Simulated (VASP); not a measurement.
# Na2S (Fm-3m) in VASP: a series of runs

Runs on Na2S. Level: PBEsol. Tasks: single point, relaxation of cell and atoms.

Everything below comes from runs of VASP 6.6.1. Logs are shortened: lines on timing, memory, paths and dates and some standing lists are left out, and cuts for length are marked.

### Step 1. The cell of the first run

It takes space group Fm-3m (No. 225, cubic). Conventional cell: a = 6.501 Å, b = 6.501 Å, c = 6.501 Å, α = 90.00°, β = 90.00°, γ = 90.00°. Within 3.7 Å of Na (site symmetry -43m) lie 4 S at 2.82 Å and 6 Na at 3.25 Å. Within 3.7 Å of S (site symmetry m-3m) lie 8 Na at 2.82 Å.

### Step 2. Single point, PBEsol

Input file INCAR:

```
ALGO = Normal
EDIFF = 1E-6
ENCUT = 500
GGA = PS
GGA_COMPAT = F
ISIF = 2
ISMEAR = 0
LASPH = T
LCHARG = T
LELF = T
LREAL = F
LVHAR = T
LWAVE = F
NBANDS = 17
NELM = 120
PREC = Accurate
SIGMA = 0.02
```

Input file KPOINTS:

```
k-points
0
Gamma
  8 8 8
```

Input file POSCAR:

```
Na2S
1.0
    0.0000000000      3.2506169161      3.2506169161
    3.2506169161      0.0000000000      3.2506169161
    3.2506169161      3.2506169161      0.0000000000
Na S
2 1
Direct
    0.2500000000      0.2500000000      0.2500000000
    0.7500000000      0.7500000000      0.7500000000
    0.0000000000      0.0000000000      0.0000000000
```

Potentials or basis: VASP PAW PBE potentials, release 64 (Na_pv, S).

Run with:

```console
$ cat potpaw_PBE.64/Na_pv/POTCAR potpaw_PBE.64/S/POTCAR > POTCAR
$ mpirun -np 1 vasp_std > vasp.out
```

OUTCAR:

```text
EDIFF = 1E-6
   ENCUT = 500
   GGA = PS
   ISIF = 2
   ISMEAR = 0
   LASPH = T
   LREAL = F
   NELM = 120
   PREC = Accurate

 ion  position               nearest neighbor table
   1  0.250  0.250  0.250-
   2  0.750  0.750  0.750-
   3  0.000  0.000  0.000-

  LATTYP: Found a face centered cubic cell.
 ALAT       =     6.5012338322

  Lattice vectors:

 A1 = (   0.0000000000,   3.2506169161,   3.2506169161)
 A2 = (   3.2506169161,   0.0000000000,   3.2506169161)
 A3 = (   3.2506169161,   3.2506169161,   0.0000000000)

Analysis of symmetry for initial positions (statically):
=====================================================================
 Subroutine PRICEL returns:
 Original cell was already a primitive cell.

 Routine SETGRP: Setting up the symmetry group for a
 face centered cubic supercell.

 Subroutine GETGRP returns: Found 48 space group operations
 (whereof 48 operations were pure point group operations)
 out of a pool of 48 trial point group operations.

The static configuration has the point symmetry O_h .

Analysis of symmetry for dynamics (positions and initial velocities):
=====================================================================
 Subroutine PRICEL returns:
 Original cell was already a primitive cell.

 Routine SETGRP: Setting up the symmetry group for a
 face centered cubic supercell.

 Subroutine GETGRP returns: Found 48 space group operations
 (whereof 48 operations were pure point group operations)
 out of a pool of 48 trial point group operations.

The dynamic configuration has the point symmetry O_h .

 Subroutine INISYM returns: Found 48 space group operations
 (whereof 48 operations are pure point group operations),
 and found     1 'primitive' translations

----------------------------------------------------------------------------------------

                                     Primitive cell

  volume of cell :      68.6954

  direct lattice vectors                    reciprocal lattice vectors
     0.000000000  3.250616916  3.250616916    -0.153816956  0.153816956  0.153816956
     3.250616916  0.000000000  3.250616916     0.153816956 -0.153816956  0.153816956
     3.250616916  3.250616916  0.000000000     0.153816956  0.153816956 -0.153816956

  length of vectors
     4.597066529  4.597066529  4.597066529     0.266418783  0.266418783  0.266418783

  position of ions in fractional coordinates (direct lattice)
     0.250000000  0.250000000  0.250000000
     0.750000000  0.750000000  0.750000000
     0.000000000  0.000000000  0.000000000

  ion indices of the primitive-cell ions
   primitive index   ion index
                 1           1
                 2           2
                 3           3

----------------------------------------------------------------------------------------

 KPOINTS: k-points

Automatic generation of k-mesh.
 Grid dimensions read from file:
 generate k-points for:    8    8    8

 Generating k-lattice:

  Cartesian coordinates                     Fractional coordinates (reciprocal lattice)
    -0.019227120  0.019227120  0.019227120     0.125000000  0.000000000  0.000000000
     0.019227120 -0.019227120  0.019227120     0.000000000  0.125000000  0.000000000
     0.019227120  0.019227120 -0.019227120     0.000000000  0.000000000  0.125000000

  Length of vectors
     0.033302348  0.033302348  0.033302348

  Shift w.r.t. Gamma in fractional coordinates (k-lattice)
     0.000000000  0.000000000  0.000000000

 Subroutine IBZKPT returns following result:
 ===========================================

 Found     29 irreducible k-points:

 Following reciprocal coordinates:
            Coordinates               Weight
  0.000000  0.000000  0.000000      1.000000
  0.125000  0.000000  0.000000      8.000000
  0.250000  0.000000  0.000000      8.000000
  0.375000  0.000000  0.000000      8.000000
  0.500000  0.000000  0.000000      4.000000
  0.125000  0.125000  0.000000      6.000000
[... 16 lines left out ...]
  0.500000  0.250000  0.125000     48.000000
 -0.375000  0.250000  0.125000     24.000000
 [... further k-points ...]
   k-points           NKPTS =     29   k-points in BZ     NKDIM =     29   number of bands    NBANDS=     17
   number of dos      NEDOS =    301   number of ions     NIONS =      3
   total plane-waves  NPLWV =  46656
   dimension x,y,z NGX =    36 NGY =   36 NGZ =   36
   dimension x,y,z NGXF=    72 NGYF=   72 NGZF=   72
   ions per type =               2   1
   NGX,Y,Z   is equivalent  to a cutoff of  13.02, 13.02, 13.02 a.u.
   NGXF,Y,Z  is equivalent  to a cutoff of  26.04, 26.04, 26.04 a.u.
 SYSTEM =  unknown system
   PREC   = accura    normal or accurate (medium, high low for compatibility)
   ISTART =      0    job   : 0-new  1-cont  2-samecut
   ICHARG =      2    charge: 1-file 2-atom 10-const
   ISPIN  =      1    spin polarized calculation?
   LNONCOLLINEAR =      F non collinear calculations
   LSORBIT =      F    spin-orbit coupling
   LASPH  =      T    aspherical Exc in radial PAW
   ENCUT  =  500.0 eV  36.75 Ry    6.06 a.u.   8.38  8.38  8.38*2*pi/ulx,y,z
   NELM   =    120;   NELMIN=  2; NELMDL= -5     # of ELM steps
   EDIFF  = 0.1E-05   stopping-criterion for ELM
   LREAL  =      F    real-space projection
   EDIFFG = 0.1E-04   stopping-criterion for IOM
   NSW    =      0    number of steps for IOM
   IBRION =     -1    ionic relax: 0-MD 1-quasi-New 2-CG
   NFREE  =      0    steps in history (QN), initial steepest desc. (CG)
   ISIF   =      2    stress and relaxation
   ISYM   =      2    0-nonsym 1-usesym 2-fastsym
   POTIM  = 0.5000    time-step for ionic-motion
   TEBEG  =    0.0;   TEEND  =   0.0 temperature during run
   PSTRESS=    0.0 pullay stress
   NELECT =      20.0000    total number of electrons
   NUPDOWN=      -1.0000    fix difference up-down
   EMIN   =  10.00;   EMAX   =-10.00  energy-range for DOS
   EFERMI =   0.00;   METHOD = LEGACY
   ISMEAR =     0;   SIGMA  =   0.02  broadening in eV -4-tet -1-fermi 0-gaus
   EFERMI_NEDOS =   21; number of points for ismear=-14 and -15
   IALGO  =     38    algorithm
   IMIX   =      4    mixing-type and parameters
     AMIX     =   0.40;   BMIX     =  1.00
     AMIX_MAG =   1.60;   BMIX_MAG =  1.00
  volume/ion in A,a.u.               =      22.90       154.53
  Fermi-wavevector in a.u.,A,eV,Ry     =   1.085032  2.050412 16.018051  1.177294
  Thomas-Fermi vector in A             =   2.221136
   LORBIT       =      0    0 simple, 1 ext, 2 COOP (PROOUT), +10 PAW based schemes
   GGA     = PS    functional components
   LHFCALC =     F    Hartree Fock is set to
   AEXX    =    0.0000 exact exchange contribution
   IVDW    =     0    specifies the selected vdW correction
   LEPSILON=     F    determine dielectric tensor
   LRPA    =     F    only Hartree local field effects (RPA)
 non-spin polarized calculation
 Gauss-broadening in eV      SIGMA  =   0.02
  energy-cutoff  :      500.00
  volume of cell :       68.70
 maximum number of plane-waves:      1807
 NGX is ok and might be reduce to    36
   NGX = 17   NGY = 17   NGZ = 17

 number of electron      19.9999984 magnetization

 Free energy of the ion-electron system (eV)
  ---------------------------------------------------
  ext. energy  EPLUGINS =         0.00000000
  ---------------------------------------------------
  free energy    TOTEN  =       -10.37494475 eV

  energy without entropy =      -10.37494475  energy(sigma->0) =      -10.37494475

 E-fermi :   0.3092     XC(G=0):  -8.0234

 val. band max:        0.1899038309   @ k =   0.0000   0.0000   0.0000
 cond. band min:       2.6139477695   @ k =   0.0000   0.0000   0.0000
 fundamental gap:      2.4240439386
 Fermi energy:         0.3092483905

 k-point     1 :       0.0000    0.0000    0.0000
  band No.  band energies     occupation
      1     -21.8386      2.00000
      2     -21.8386      2.00000
      3     -21.8386      2.00000
      4     -21.7802      2.00000
      5     -21.7802      2.00000
      6     -21.7802      2.00000
[... 9 lines left out ...]
     16       9.5302      0.00000
     17      11.3820      0.00000

 k-point     2 :       0.1250    0.0000    0.0000
  band No.  band energies     occupation
      1     -21.8372      2.00000
      2     -21.8365      2.00000
      3     -21.8365      2.00000
      4     -21.7837      2.00000
      5     -21.7826      2.00000
      6     -21.7826      2.00000
[... 9 lines left out ...]
     16       9.1405      0.00000
     17      10.9375      0.00000

 k-point     3 :       0.2500    0.0000    0.0000
  band No.  band energies     occupation
      1     -21.8331      2.00000
      2     -21.8305      2.00000
      3     -21.8305      2.00000
      4     -21.7928      2.00000
      5     -21.7893      2.00000
      6     -21.7893      2.00000
[... 9 lines left out ...]
     16       9.3221      0.00000
     17      10.4964      0.00000

 k-point     4 :       0.3750    0.0000    0.0000
  band No.  band energies     occupation
      1     -21.8264      2.00000
      2     -21.8214      2.00000
      3     -21.8214      2.00000
      4     -21.8045      2.00000
      5     -21.7990      2.00000
      6     -21.7990      2.00000
[... 9 lines left out ...]
     16      10.3594      0.00000
     17      10.7753      0.00000
[... 343 lines left out ...]
      1     -21.8469      2.00000
      2     -21.8337      2.00000
      3     -21.8224      2.00000
      4     -21.8034      2.00000
      5     -21.7884      2.00000
      6     -21.7752      2.00000
[... 9 lines left out ...]
     16      10.7821      0.00000
     17      11.8544      0.00000

 k-point    23 :       0.5000    0.2500    0.1250
  band No.  band energies     occupation
      1     -21.8493      2.00000
      2     -21.8358      2.00000
      3     -21.8239      2.00000
      4     -21.7995      2.00000
      5     -21.7909      2.00000
      6     -21.7755      2.00000
[... 9 lines left out ...]
     16      11.3134      0.00000
     17      12.1572      0.00000

 k-point    24 :      -0.3750    0.2500    0.1250
  band No.  band energies     occupation
      1     -21.8479      2.00000
      2     -21.8428      2.00000
      3     -21.8121      2.00000
      4     -21.8119      2.00000
      5     -21.7817      2.00000
      6     -21.7806      2.00000
[... 9 lines left out ...]
     16      10.8448      0.00000
     17      12.1745      0.00000

 [... further k-points ...]
[... 5 lines left out ...]
  --------------------------------------------------------------------------------------
  -------------------------------------------------------------------------------------
  Total        0.0226355      0.0226355      0.0226355      0.0000000      0.0000000      0.0000000
  in kB        0.5279252      0.5279252      0.5279252      0.0000000      0.0000000      0.0000000
  external PRESSURE =       0.5279252 kB  Pullay stress =       0.0000000 kB

 VOLUME and BASIS-vectors are now :
 -----------------------------------------------------------------------------
  energy-cutoff  :      500.00
  volume of cell :       68.70
      direct lattice vectors                 reciprocal lattice vectors
     0.000000000  3.250616916  3.250616916    -0.153816956  0.153816956  0.153816956
     3.250616916  0.000000000  3.250616916     0.153816956 -0.153816956  0.153816956
     3.250616916  3.250616916  0.000000000     0.153816956  0.153816956 -0.153816956

 POSITION                                       TOTAL-FORCE (eV/Angst)
 -----------------------------------------------------------------------------------
      1.62531      1.62531      1.62531        -0.000000      0.000000     -0.000000
      4.87593      4.87593      4.87593         0.000000      0.000000      0.000000
      0.00000      0.00000      0.00000         0.000000     -0.000000     -0.000000
 -----------------------------------------------------------------------------------
    total drift:                                0.000000      0.000000      0.000000

  FREE ENERGIE OF THE ION-ELECTRON SYSTEM (eV)
  ---------------------------------------------------
  free  energy   TOTEN  =       -10.3749447456 eV

  energy  without entropy=      -10.3749447456  energy(sigma->0) =      -10.37494475
```

It took 1.9 min on 1 thread of AMD EPYC, shared host; peak memory 0.17 GiB.

Results:

```
Free energy            : -10.3749 eV
Pressure               : 0.1 GPa
Band gap on the k mesh : 2.42 eV, direct
```

Caveat: the PAW data sets were made with another functional, which shifts forces and pressure a little. Expect the measured gap to be larger: semilocal functionals such as PBEsol lack the derivative discontinuity.

### Step 3. Relaxation of cell and atoms, PBEsol

This run uses another cell than the first one, of 23.39 Å³/atom, 1.021 times its volume.

Input file INCAR:

```
SYSTEM = Na2S
PREC = Accurate ; ENCUT = 500
EDIFF = 1E-7 ; ISMEAR = 0
SIGMA = 0.02 ; LREAL = .FALSE.
LASPH = .TRUE. ; NELM = 120
ALGO = Normal ; ISIF = 3
LWAVE = .FALSE. ; LCHARG = .FALSE.
GGA = PS ; IBRION = 2
NSW = 100 ; EDIFFG = -0.005
GGA_COMPAT = .FALSE. ; NELMIN = 4
```

Input file KPOINTS:

```
regular mesh
0
G
  8 8 8
  0 0 0
```

Input file POSCAR:

```
Na2S
1.0
    0.0000000000      3.2735000000      3.2735000000
    3.2735000000      0.0000000000      3.2735000000
    3.2735000000      3.2735000000      0.0000000000
Na S
2 1
Direct
    0.2500000000      0.2500000000      0.2500000000
    0.7500000000      0.7500000000      0.7500000000
    0.0000000000      0.0000000000      0.0000000000
```

Potentials or basis: VASP PAW PBE potentials, release 64 (Na_pv, S).

Run with:

```console
$ cat potpaw_PBE.64/Na_pv/POTCAR potpaw_PBE.64/S/POTCAR > POTCAR
$ mpirun -np 1 vasp_std > vasp.out
```

It took 3.7 min on 1 thread of AMD EPYC, shared host; peak memory 0.17 GiB.

Results (log left out):

| Item | Value |
| --- | --- |
| Free energy | -10.3753 eV |
| Relaxed volume | 22.93 Å³/atom |
| Relaxed cell | a = 4.599 Å, b = 4.599 Å, c = 4.599 Å, α = 60.00°, β = 60.00°, γ = 60.00° |
| Space group after relaxing (to 0.05 Å) | Fm-3m (No. 225) |
| Energy gained by relaxing | 0.8 meV/atom |
| Ionic steps | 4 |
| Pressure after relaxing | 0.0 GPa |
| Band gap on the k mesh | 2.42 eV, direct |

The path:
```tsv
step	energy change (eV)	largest force (eV/Å)	pressure (GPa)	volume (Å³)
1	0.0000	0.0000	-0.55	70.16
2	-0.0020	0.0000	-0.24	69.34
3	-0.0022	0.0000	0.10	68.56
4	-0.0023	0.0000	0.02	68.79
```

Final structure:
```yaml
crystal:
  lattice:
    - [0.00000, 3.25214, 3.25214]
    - [3.25214, 0.00000, 3.25214]
    - [3.25214, 3.25214, 0.00000]
  atoms:
    - { symbol: Na, position: [0.25000, 0.25000, 0.25000] }
    - { symbol: Na, position: [0.75000, 0.75000, 0.75000] }
    - { symbol: S, position: [0.00000, 0.00000, 0.00000] }
```

Levels at points of the mesh, in eV from the valence-band top:
```tsv
k point	band 8	band 9	band 10	band 11	band 12	band 13
(0.00, 0.00, 0.00)	0.00	0.00	0.00	2.42	7.72	7.72
(0.50, 0.00, 0.00)	-1.71	-0.14	-0.14	4.78	6.38	7.09
(0.50, 0.50, 0.00)	-1.52	-0.47	-0.47	3.70	6.00	8.53
```

Caveat: the PAW data sets were made with another functional, which shifts forces and pressure a little. A k mesh can miss the band edges.
